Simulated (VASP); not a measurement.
# Si (P6/mmm) in VASP: notebook, part 2 of 2

VASP 6.6.1.

### Step 4. Relaxation of cell and atoms, PBE

Input file INCAR:

```
PREC = Accurate ; ENCUT = 600
EDIFF = 1E-6 ; ISMEAR = 0
SIGMA = 0.1 ; LREAL = False
LASPH = True ; NELM = 60
ALGO = Normal ; ISIF = 3
LWAVE = False ; LCHARG = False
GGA = PE ; IBRION = 2
NSW = 90 ; EDIFFG = -0.04
```

Input file KPOINTS:

```
Automatic mesh
0
Gamma
  6 6 8
```

Input file POSCAR:

```
Si
1.0
    3.9592112100      0.0000000000      0.0000000000
   -1.9796056100      3.4287774900      0.0000000000
    0.0000000000      0.0000000000      2.2877225100
Si
2
Direct
    0.3333333300      0.6666666700      0.5000000000
    0.6666666700      0.3333333300      0.5000000000
```

Potentials or basis: VASP PAW PBE potentials, release 64 (Si).

The run is started by

```
$ cat potpaw_PBE.64/Si/POTCAR > POTCAR
$ mpirun -np 1 vasp_std > vasp.out
```

OUTCAR:

```text
PREC = Accurate
   ENCUT = 600
   EDIFF = 1E-6
   ISMEAR = 0
   LREAL = False
   LASPH = True
   NELM = 60
   ISIF = 3
   GGA = PE
   IBRION = 2
   NSW = 90
   EDIFFG = -0.04

 ion  position               nearest neighbor table
   1  0.333  0.667  0.500-   2 2.29   2 2.29   2 2.29
   2  0.667  0.333  0.500-   1 2.29   1 2.29   1 2.29

  LATTYP: Found a hexagonal cell.
 ALAT       =     3.9592112100
 C/A-ratio  =     0.5778228007

  Lattice vectors:

 A1 = (   3.9592112100,   0.0000000000,   0.0000000000)
 A2 = (  -1.9796056100,   3.4287774900,   0.0000000000)
 A3 = (   0.0000000000,   0.0000000000,   2.2877225100)

Analysis of symmetry for initial positions (statically):
=====================================================================
 Subroutine PRICEL returns:
 Original cell was already a primitive cell.
[... 550 lines left out ...]

[... ionic steps 4 to 10 ...]

--------------------------------------- Ionic step       11  -------------------------------------------

 number of electron       8.0000000 magnetization

------------------------ aborting loop because EDIFF is reached ----------------------------------------
[... 67 lines left out ...]
--------------------------------------- Ionic step       13  -------------------------------------------

 number of electron       8.0000000 magnetization

 Free energy of the ion-electron system (eV)
  ---------------------------------------------------
  ext. energy  EPLUGINS =         0.00000000
  ---------------------------------------------------
  free energy    TOTEN  =       -10.06360571 eV

  energy without entropy =      -10.05762584  energy(sigma->0) =      -10.06061578

 E-fermi :   6.3383     XC(G=0):  -9.5847

 val. band max:        6.1475122412   @ k =   0.3333   0.0000   0.3750
 cond. band min:       6.3568651479   @ k =   0.3333   0.1667   0.2500
 fundamental gap:      0.2093529067
 Fermi energy:         6.3382604745

 k-point     1 :       0.0000    0.0000    0.0000
  band No.  band energies     occupation
      1      -6.1249      2.00000
      2       3.4518      2.00000
      3       3.4518      2.00000
      4       4.0157      2.00000
      5       7.6039      0.00000
      6       7.6039      0.00000
      7      11.4661      0.00000
      8      11.8871      0.00000
[... 282 lines left out ...]
  FREE ENERGIE OF THE ION-ELECTRON SYSTEM (eV)
  ---------------------------------------------------
  free  energy   TOTEN  =       -10.0636057106 eV

  energy  without entropy=      -10.0576258434  energy(sigma->0) =      -10.06061578

 reached required accuracy - stopping structural energy minimisation
```

CONTCAR:

```text
Si
   1.00000000000000
     4.0634934587540048   -0.0000000001033850    0.0000000000000000
    -2.0317467345982325    3.5190885668348137    0.0000000000000000
    -0.0000000000000000    0.0000000000000000    2.7355786148105405
  Si
     2
Direct
     0.3333333300000021    0.6666666699999979    0.5000000000000000
     0.6666666699999979    0.3333333300000021    0.5000000000000000

  0.00000000E+00  0.00000000E+00  0.00000000E+00
  0.00000000E+00  0.00000000E+00  0.00000000E+00
```

It took 81 s on 1 thread of Intel Xeon 8259CL, shared host; peak memory 0.14 GiB.

Results:

| Item | Value |
| --- | --- |
| Free energy | -10.0636 eV |
| Relaxed volume | 19.56 Å³/atom |
| Relaxed cell | a = 4.063 Å, b = 4.063 Å, c = 2.736 Å, α = 90.00°, β = 90.00°, γ = 120.00° |
| Space group after relaxing (to 0.1 Å) | P6/mmm (No. 191) |
| Energy gained by relaxing | 399.6 meV/atom |
| Ionic steps | 13 |
| Pressure after relaxing | 0.0 GPa |
| Band gap on the k mesh | zero (bands 4 and 5 overlap by 6.18 eV) |

The path:
```
step  energy change (eV)  largest force (eV/Å)  pressure (GPa)  volume (Å³)
   1              0.0000                0.0000           32.25        31.06
   2             -0.4621                0.0000          -10.15        47.20
   3             -0.7401                0.0000           -0.55        39.45
   4             -0.7401                0.0000           -0.91        39.63
   5             -0.7626                0.0000           -0.41        39.25
   6             -0.7827                0.0000            3.17        38.00
   7             -0.7937                0.0000            0.96        38.65
   8             -0.7947                0.0000            1.21        38.52
   9             -0.7951                0.0000            1.49        38.40
  10             -0.7968                0.0000           -0.43        39.48
  11             -0.7991                0.0000            0.31        39.02
  12             -0.7991                0.0000           -0.20        39.20
  13             -0.7993                0.0000            0.04        39.12
```

Final structure:
```xyz
2
Lattice="4.0635 0.0000 0.0000 -2.0317 3.5191 0.0000 0.0000 0.0000 2.7356" Properties=species:S:1:pos:R:3 pbc="T T T"
Si    0.0000    2.3461    1.3678
Si    2.0317    1.1730    1.3678
```

Levels at points of the mesh, in eV from the Fermi level:
| k point | band 1 | band 2 | band 3 | band 4 | band 5 | band 6 | band 7 | band 8 |
| --- | --- | --- | --- | --- | --- | --- | --- | --- |
| (0.00, 0.00, 0.00) | -12.46 | -2.89 | -2.89 | -2.32 | 1.27 | 1.27 | 5.13 | 5.55 |
| (0.50, 0.00, 0.00) | -10.55 | -8.85 | -4.12 | -1.24 | 6.30 | 6.65 | 7.11 | 7.44 |
| (0.00, 0.00, 0.50) | -9.04 | -6.02 | -0.57 | -0.57 | 1.56 | 3.00 | 3.92 | 3.92 |
| (0.50, 0.00, 0.50) | -7.12 | -5.52 | -4.29 | -2.59 | -1.65 | 2.49 | 3.86 | 5.02 |

Caveat: the volume moved by over 15 % at a fixed basis, so the end points are rough.

### Step 5. Overview

| task | cell | cutoff (eV) | gap on the mesh (eV) | pressure (GPa) |
| --- | --- | --- | --- | --- |
| single point | a = 3.959, b = 3.959, c = 2.288 Å, angles 90.0, 90.0, 120.0°, 2 atoms | 520 | none | 32.2 |
| single point | a = 4.064, b = 4.064, c = 2.739 Å, angles 90.0, 90.0, 120.0°, 2 atoms | 520 | none | -0.1 |
| relaxation of cell and atoms | relaxed from a = 3.959, b = 3.959, c = 2.288 Å, angles 90.0, 90.0, 120.0°, 2 atoms | 600 | none | 0.0 |

Alike in all rows: level PBE; potentials or basis VASP PAW PBE potentials, release 64 (Si); no spin polarisation; k mesh 6 × 6 × 8; smearing gaussian 0.1 eV.

Caveats: the cell stands under pressure (at least some runs); the volume moved by over 15 % at a fixed basis, so the end points are rough (at least some runs).

Absolute energies hang on the potentials; compare differences alone.
